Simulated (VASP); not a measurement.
Here is a VASP 6.6.1 calculation.

Contents of INCAR:

```
PREC = Accurate ; ENCUT = 500
EDIFF = 1E-6 ; ISMEAR = 0
SIGMA = 0.1 ; LREAL = F
LASPH = T ; NELM = 200
ALGO = Normal ; ISIF = 2
LWAVE = F ; LCHARG = F
ISPIN = 2 ; MAGMOM = 1 1 0 0 0
LORBIT = 11 ; LMAXMIX = 4
GGA = PE ; NBANDS = 37
GGA_COMPAT = F
```

KPOINTS

```
regular mesh
0
Gamma
  6 6 6
```

Contents of POSCAR:

```
Ti2SnTe2
1.0
   -1.7878499942      1.7878499942      8.8887912038
    1.7878499942     -1.7878499942      8.8887912038
    1.7878499942      1.7878499942     -8.8887912038
Ti Sn Te
2 1 2
Direct
    0.5939252277      0.5939252277      0.0000000000
    0.4060747723      0.4060747723      0.0000000000
    0.0000000000      0.0000000000      0.0000000000
    0.1730606777      0.1730606777      0.0000000000
    0.8269393223      0.8269393223      0.0000000000
```

Potentials or basis: VASP PAW PBE potentials, release 64 (Ti_sv, Sn_d, Te).

The run is started by

```sh
$ cat potpaw_PBE.64/Ti_sv/POTCAR potpaw_PBE.64/Sn_d/POTCAR potpaw_PBE.64/Te/POTCAR > POTCAR
$ mpirun -np 1 vasp_std > vasp.out
```

**Question.** What does it give for the net moment?

**Answer.** 0.00 μB per cell.

**Question.** Estimate the pressure.

**Answer.** -0.1 GPa.

**Question.** What does it give for the largest force?

**Answer.** 0.044 eV/Å.

**Question.** Predict the band gap on the k mesh.

**Answer.** Zero (filled and empty bands overlap).

Stress tensor (GPa, compression positive):
```
 0.02  0.00  0.00
 0.00  0.02  0.00
 0.00  0.00 -0.49
```

Caveat: spin-orbit coupling is left out, which moves the levels of the heavy elements.
